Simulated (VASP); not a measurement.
A run of VASP 6.6.1 is set up as follows.

File INCAR:

```
PREC = Accurate
ENCUT = 520
EDIFF = 1E-6
ISMEAR = 0
SIGMA = 0.15
LREAL = F
LASPH = T
NELM = 80
ALGO = Fast
ISIF = 2
LWAVE = F
LCHARG = T
GGA = PS
LELF = T
LVHAR = T
NBANDS = 11
```

KPOINTS

```
regular mesh
0
Gamma
  14 14 14
```

POSCAR

```
Ca
1.0
    0.0000000000      2.7942000000      2.7942000000
    2.8780260000      0.0000000000      2.7942000000
    2.8780260000      2.7942000000      0.0000000000
Ca
1
Direct
    0.0000000000      0.0000000000      0.0000000000
```

Potentials or basis: VASP PAW PBE potentials, release 64 (Ca_sv).

Launch:

```console
$ cat potpaw_PBE.64/Ca_sv/POTCAR > POTCAR
$ mpirun -np 1 vasp_std > vasp.out
```

Predict the band gap on the k mesh.

zero (band 5 reaches 1.86 eV, above the bottom of band 6 at 1.45 eV).

Estimate the pressure.

-1.5 GPa.

Stress tensor (GPa, compression positive):
```
-1.71  0.00  0.00
 0.00 -1.45  0.00
 0.00  0.00 -1.45
```

Caveat: the cell differs from its parent crystal (strain +0.0300 x Voigt [1, 0, 0, 0, 0, 0]); the PAW data sets were made with another functional, which shifts forces and pressure a little.
